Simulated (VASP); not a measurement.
Crystal: HfO2.

```xyz
3
Lattice="0.0000 2.5575 2.5575 2.5575 0.0000 2.5575 2.5575 2.5575 0.0000" Properties=species:S:1:pos:R:3 pbc="T T T"
Hf    0.0000    0.0000    0.0000
O     1.2788    1.2788    1.2788
O     3.8363    3.8363    3.8363
```

Base run:

- Program: VASP 6.6.1
- Functional: BLYP
- Potentials or basis: VASP PAW PBE potentials, release 64 (Hf_pv, O)
- Cutoff: 600 eV
- k mesh: 8 × 8 × 8
- Occupations: gaussian, width 0.05 eV
- Spin: no spin polarisation

Its results: band gap on the k mesh 3.81 eV; pressure 0.9 GPa.

Q: The run is repeated on the same cell with these changes: functional from BLYP to revPBE; dispersion from none to D3(BJ). What comes out?

A: Band gap on the k mesh 3.81 eV; pressure -9.5 GPa.

Several settings changed at once.

Caveats: the PAW data sets were made with another functional, which shifts forces and pressure a little; spin-orbit coupling is left out, which moves the levels of the heavy elements; the cell stands under tension (at least some runs).

A k mesh can miss the band edges.
